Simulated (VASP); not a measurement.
Crystal: Si2W.

```
Si W
1.0
     0.00000    2.80460    2.80460
     2.80460    0.00000    2.80460
     2.80460    2.80460    0.00000
Si W
2 1
Direct
  0.25000 0.25000 0.25000
  0.75000 0.75000 0.75000
  0.00000 0.00000 0.00000
```

| Quantity | Value |
| --- | --- |
| Program | VASP 6.6.1 |
| Task | relaxation of cell and atoms |
| Functional | PBE |
| Potentials or basis | VASP PAW PBE potentials, release 64 (Si, W_sv) |
| Cutoff | 600 eV |
| k mesh | 6 × 6 × 6 |
| Occupations | gaussian, width 0.1 eV |
| Spin | no spin polarisation |

At the start: pressure 28.0 GPa; volume 14.71 Å³/atom.

Problem. How do energy, volume and symmetry change on relaxing?

Solution. Over 4 steps the energy falls by 186.3 meV/atom and the volume is 17.11 Å³/atom (+16.3 %); space group Fm-3m (No. 225, to 0.05 Å).

The path:
```csv
step,energy change (eV),largest force (eV/Å),pressure (GPa),volume (Å³)
1,0.0000,0.0000,28.01,44.12
2,0.2358,0.0000,-18.37,62.66
3,-0.5582,0.0000,-0.70,51.55
4,-0.5588,0.0000,-0.09,51.33
```

Final structure:
```cif
data_structure
_symmetry_space_group_name_H-M 'P 1'
_symmetry_Int_Tables_number 1
_cell_length_a 4.1714
_cell_length_b 4.1714
_cell_length_c 4.1714
_cell_angle_alpha 60.000
_cell_angle_beta 60.000
_cell_angle_gamma 60.000
_cell_volume 51.33
loop_
_atom_site_label
_atom_site_type_symbol
_atom_site_fract_x
_atom_site_fract_y
_atom_site_fract_z
_atom_site_occupancy
Si1 Si 0.25000 0.25000 0.25000 1
Si2 Si 0.75000 0.75000 0.75000 1
W1 W 0.00000 0.00000 0.00000 1
```

Caveat: the volume moved by over 15 % at a fixed basis, so the end points are rough.
